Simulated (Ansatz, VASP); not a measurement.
## SiC: VASP beside Ansatz

```xyz
2
Lattice="2.1645 2.1645 0.0000 -2.1645 2.1645 0.0000 0.0000 2.1645 2.1645" Properties=species:S:1:pos:R:3 pbc="T T T"
Si    0.0000    0.0000    0.0000
C     1.0822    3.2467    1.0822
```

Alike in both runs: task single point; functional LDA; k mesh 10 × 10 × 10; no spin polarisation.

|  | VASP | Ansatz |
| --- | --- | --- |
| version | VASP 6.6.1 | Ansatz 0.2.0 |
| potentials or method | VASP PAW LDA potentials, release 64 (Si, C), cutoff 600 eV | all-electron LAPW, scalar-relativistic |
| occupations | gaussian, width 0.01 eV | fixed |

|  | VASP | Ansatz | Ansatz less VASP |
| --- | --- | --- | --- |
| gap on the k mesh at the Fermi level (eV) | 1.29 | 1.30 | +0.012 |
| pressure (GPa) | 0.3 | 0.0 | -0.28 |

LDA's correlation is that of Perdew and Zunger in VASP and of Perdew and Wang (1992) in Ansatz. Ansatz ran all-electron here, and VASP with PAW potentials.
